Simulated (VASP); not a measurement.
Input of a VASP 6.6.1 run:

Contents of INCAR:

```
SYSTEM = Re
PREC = Accurate
ENCUT = 520
EDIFF = 1E-8
ISMEAR = -1
SIGMA = 0.03
LREAL = .FALSE.
LASPH = .TRUE.
NELM = 80
ALGO = Normal
ISIF = 2
LWAVE = .FALSE.
LCHARG = .FALSE.
LEFG = .TRUE.
NBANDS = 10
```

File KPOINTS:

```
regular mesh
0
G
  14 14 14
  0 0 0
```

File POSCAR:

```
Re
1.0
    0.0000000000      1.9947500000      1.9750000000
    1.9947500000      0.0000000000      1.9750000000
    1.9947500000      1.9947500000      0.0000000000
Re
1
Direct
    0.0000000000      0.0000000000      0.0000000000
```

Potentials or basis: VASP PAW LDA potentials, release 64 (Re).

Run with:

```console
$ cat potpaw_LDA.64/Re/POTCAR > POTCAR
$ mpirun -np 1 vasp_std > vasp.out
```

**Question.** Predict the pressure.

**Answer.** -28.9 GPa.

Electric field gradients, principal values (V/Å²):
| atom | least | middle | greatest (by size) |
| --- | --- | --- | --- |
| 1 Re | -6.599 | -6.599 | 13.198 |

Caveat: the cell differs from its parent crystal (equal xx and yy strain of +1 %); without QUAD_EFG the Cq values of the log hold for a quadrupole moment of 1 mb, not for the nuclei.
